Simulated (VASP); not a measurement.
CdS (Hawleyite), 2 atoms in the cell. Symmetry: I-4m2, No. 119, tetragonal system. The conventional cell has a = 4.119 Å, b = 4.119 Å, c = 5.854 Å, α = 90.00°, β = 90.00°, γ = 90.00°. Within 3.3 Å of Cd (site symmetry -4m2) lie 4 S at 2.53 Å. Within 3.3 Å of S (site symmetry -4m2) lie 4 Cd at 2.53 Å.  This cell differs from its parent crystal: z stretched by +0.5 %, x and y held.

* Program: VASP 6.6.1
* Task: single point
* Functional: PBEsol
* Potentials or basis: VASP PAW PBE potentials, release 64 (Cd, S)
* Cutoff: 520 eV
* k mesh: 6 × 6 × 6
* Occupations: gaussian, width 0.01 eV
* Spin: non-collinear spin, zero start, spin-orbit coupling
* Starting moments: [[0.0, 0.0, 0.0], [0.0, 0.0, 0.0]] μB
* Dipole correction: no
* Further INCAR settings: ALGO = Normal; EDIFF = 1e-06; NBANDS = 30

Potentials or basis: VASP PAW PBE potentials, release 64 (Cd, S).

Launch:

```sh
$ cat potpaw_PBE.64/Cd/POTCAR potpaw_PBE.64/S/POTCAR > POTCAR
$ mpirun -np 1 vasp_ncl > vasp.out
```

Hardware: 1 thread of Intel(R) Xeon(R) 6975P-C (Granite Rapids) (shared host).

Estimate the wall time of this run.

Wall time 59 s on 1 thread of Intel(R) Xeon(R) 6975P-C (Granite Rapids), on a shared host, peak memory 0.34 GiB. Counts: scf iterations 13, k points 41.
